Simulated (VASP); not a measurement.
# CoSi2 (Fm-3m) in VASP: settings compared, part 2 of 2

VASP 6.6.1. The steps go on from the part before.

## Step 4: Single point, r2SCAN, collinear spin, ferromagnetic start

This run uses another cell than the first one, of 13.06 Å³/atom, 0.962 times its volume.

POSCAR

```
CoSi2
1.0
    0.0000000000      2.6957356162      2.6957356162
    2.6957356162      0.0000000000      2.6957356162
    2.6957356162      2.6957356162      0.0000000000
Co Si
1 2
Direct
    0.0000000000      0.0000000000      0.0000000000
    0.7500000000      0.7500000000      0.7500000000
    0.2500000000      0.2500000000      0.2500000000
```

INCAR.step1

```
PREC     = Accurate       # precision mode
ENCUT    = 520            # plane-wave cutoff, eV
ISMEAR   = -1             # smearing method
SIGMA    = 0.05           # smearing width, eV
LREAL    = False          # projectors in reciprocal space
LASPH    = True           # aspherical terms in the spheres
NELM     = 150            # most SCF steps
ISPIN    = 2              # spin polarisation
MAGMOM   = 2 0 0          # initial moments
LMAXMIX  = 4              # l up to which the mixer works
NBANDS   = 20             # bands
GGA      = PE             # functional
ALGO     = Normal         # electronic algorithm
EDIFF    = 1E-4           # SCF threshold, eV
LWAVE    = True           # write WAVECAR
LCHARG   = False          # write CHGCAR
```

INCAR.step2

```
PREC     = Accurate       # precision mode
ENCUT    = 520            # plane-wave cutoff, eV
EDIFF    = 1E-6           # SCF threshold, eV
ISMEAR   = -1             # smearing method
SIGMA    = 0.05           # smearing width, eV
LREAL    = False          # projectors in reciprocal space
LASPH    = True           # aspherical terms in the spheres
NELM     = 150            # most SCF steps
ALGO     = Normal         # electronic algorithm
ISIF     = 2              # what is computed and relaxed
LWAVE    = False          # write WAVECAR
LCHARG   = False          # write CHGCAR
ISPIN    = 2              # spin polarisation
MAGMOM   = 2 0 0          # initial moments
LORBIT   = 11             # projections on sites
LMAXMIX  = 4              # l up to which the mixer works
METAGGA  = R2SCAN         # meta-GGA
LMIXTAU  = True         
NBANDS   = 20             # bands
ISTART   = 1
```

KPOINTS

```
Automatic mesh
0
Gamma
  9 9 9
```

Potentials or basis: VASP PAW PBE potentials, release 64 (Co, Si).

Launch:

```
cat potpaw_PBE.64/Co/POTCAR potpaw_PBE.64/Si/POTCAR > POTCAR
cp INCAR.step1 INCAR
mpirun -np 1 vasp_std > vasp.out
cp INCAR.step2 INCAR
mpirun -np 1 vasp_std > vasp.out
```

OUTCAR:

```text
PREC = Accurate
   ENCUT = 520
   EDIFF = 1E-6
   ISMEAR = -1
   LREAL = False
   LASPH = True
   NELM = 150
   ISIF = 2
   ISPIN = 2
   LORBIT = 11
   METAGGA = R2SCAN
   ISTART = 1

 ion  position               nearest neighbor table
   1  0.000  0.000  0.000-   2 2.33   2 2.33   2 2.33   2 2.33   3 2.33   3 2.33   3 2.33   3 2.33

   2  0.750  0.750  0.750-   1 2.33   1 2.33   1 2.33   1 2.33   3 2.70   3 2.70   3 2.70   3 2.70
                             3 2.70   3 2.70
   3  0.250  0.250  0.250-   1 2.33   1 2.33   1 2.33   1 2.33   2 2.70   2 2.70   2 2.70   2 2.70
                             2 2.70   2 2.70

  LATTYP: Found a face centered cubic cell.
 ALAT       =     5.3914712324

  Lattice vectors:

 A1 = (   0.0000000000,   2.6957356162,   2.6957356162)
 A2 = (   2.6957356162,   0.0000000000,   2.6957356162)
 A3 = (   2.6957356162,   2.6957356162,   0.0000000000)

Analysis of symmetry for initial positions (statically):
=====================================================================
 Subroutine PRICEL returns:
 Original cell was already a primitive cell.

[... 755 lines left out ...]
      3       5.5704      1.00000
      4       5.5704      1.00000
      5       7.7863      1.00000
      6       7.7863      1.00000
[... 541 lines left out ...]
     19      25.4497      0.00000
     20      25.5908      0.00000

 [... further k-points ...]
[... 5 lines left out ...]
  --------------------------------------------------------------------------------------
  -------------------------------------------------------------------------------------
  Total       -1.8863219     -1.8863219     -1.8863219      0.0000000     -0.0000000     -0.0000000
  in kB      -77.1373132    -77.1373132    -77.1373132      0.0000000     -0.0000000     -0.0000000
  external PRESSURE =     -77.1373132 kB  Pullay stress =       0.0000000 kB

 VOLUME and BASIS-vectors are now :
 -----------------------------------------------------------------------------
  energy-cutoff  :      520.00
  volume of cell :       39.18
      direct lattice vectors                 reciprocal lattice vectors
     0.000000000  2.695735616  2.695735616    -0.185478130  0.185478130  0.185478130
     2.695735616  0.000000000  2.695735616     0.185478130 -0.185478130  0.185478130
     2.695735616  2.695735616  0.000000000     0.185478130  0.185478130 -0.185478130

 POSITION                                       TOTAL-FORCE (eV/Angst)
 -----------------------------------------------------------------------------------
      0.00000      0.00000      0.00000         0.000000      0.000000      0.000000
      4.04360      4.04360      4.04360        -0.000000     -0.000000     -0.000000
      1.34787      1.34787      1.34787         0.000000      0.000000     -0.000000
 -----------------------------------------------------------------------------------
    total drift:                               -0.000000     -0.000000      0.000000

  FREE ENERGIE OF THE ION-ELECTRON SYSTEM (eV)
  ---------------------------------------------------
  free  energy   TOTEN  =       -31.9657550887 eV

  energy  without entropy=      -31.9561144975  energy(sigma->0) =      -31.96093479

 total charge

# of ion       s       p       d       tot
------------------------------------------
    1        0.551   0.736   7.578   8.865
    2        0.708   0.874   0.000   1.583
    3        0.708   0.874   0.000   1.583
--------------------------------------------------
tot          1.968   2.484   7.578  12.030

 magnetization (x)

# of ion       s       p       d       tot
------------------------------------------
    1       -0.000   0.000   0.000   0.000
    2       -0.000  -0.000   0.000  -0.000
    3       -0.000  -0.000   0.000  -0.000
--------------------------------------------------
tot         -0.000  -0.000   0.000   0.000
```

Wall time 2.6 min (1 thread of AMD EPYC 9R45 (Zen 5), shared host); peak memory 0.16 GiB.

Results:

```yaml
Free_energy: -31.9658 eV
Pressure: -7.7 GPa
Net_moment: 0.00 μB per cell
Valence_electrons_inside_the_program's_atomic_spheres: Co 8.87; Si 1.58
```

Levels at points of the mesh, in eV from the Fermi level:
Spin up:
| k point | band 6 | band 7 | band 8 | band 9 | band 10 | band 11 | band 12 | band 13 |
| --- | --- | --- | --- | --- | --- | --- | --- | --- |
| (0.00, 0.00, 0.00) | -1.94 | 1.05 | 3.55 | 3.55 | 3.55 | 3.60 | 3.60 | 3.60 |
Spin down:
| k point | band 7 | band 8 | band 9 | band 10 | band 11 | band 12 |
| --- | --- | --- | --- | --- | --- | --- |
| (0.00, 0.00, 0.00) | 1.05 | 3.55 | 3.55 | 3.55 | 3.60 | 3.60 |

Caveat: the starting moments collapsed, and a magnetic state may lie lower; the PAW data sets were made with another functional, which shifts forces and pressure a little.
